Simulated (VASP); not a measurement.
A run of VASP 6.6.1 is set up as follows.

INCAR

```
SYSTEM = Zn
ALGO = Normal ; EDIFF = 1E-6
ENCUT = 520 ; GGA = PE
ISIF = 2 ; ISMEAR = 0
LASPH = .True. ; LCHARG = .False.
LREAL = .False. ; LWAVE = .False.
NBANDS = 25 ; NELM = 100
PREC = Accurate ; SIGMA = 0.1
```

File KPOINTS:

```
k-points
0
Gamma
  6 6 2
  0 0 0
```

POSCAR

```
Zn
1.0
    3.2284165117     -1.7422315515      0.0014005240
    3.2284165117      1.7422315515      0.0014005240
   -2.1550137597      0.0000000000      7.8611953898
Zn
3
Direct
    0.7711332994      0.7711332994      0.3280095155
    0.2288667006      0.2288667006      0.6719904845
    0.0000000000      0.0000000000      0.0000000000
```

Potentials or basis: VASP PAW PBE potentials, release 64 (Zn).

Command:

```sh
$ cat potpaw_PBE.64/Zn/POTCAR > POTCAR
$ mpirun -np 1 vasp_std > vasp.out
```

**Question.** Predict the band gap on the k mesh.

**Answer.** Zero (band 18 reaches -0.23 eV, above the bottom of band 19 at -0.97 eV).

**Question.** Predict the largest force.

**Answer.** 0.008 eV/Å.

**Question.** What does it give for the pressure?

**Answer.** -5.1 GPa.

Forces on the atoms (eV/Å):
```
Zn   0.007  0.000 -0.004
Zn  -0.007  0.000  0.004
Zn   0.000  0.000  0.000
```

Caveat: the k points lie up to 0.40 Å⁻¹ apart; the cell differs from its parent crystal (Hg replaced by Zn, lengths x 0.955, strained).
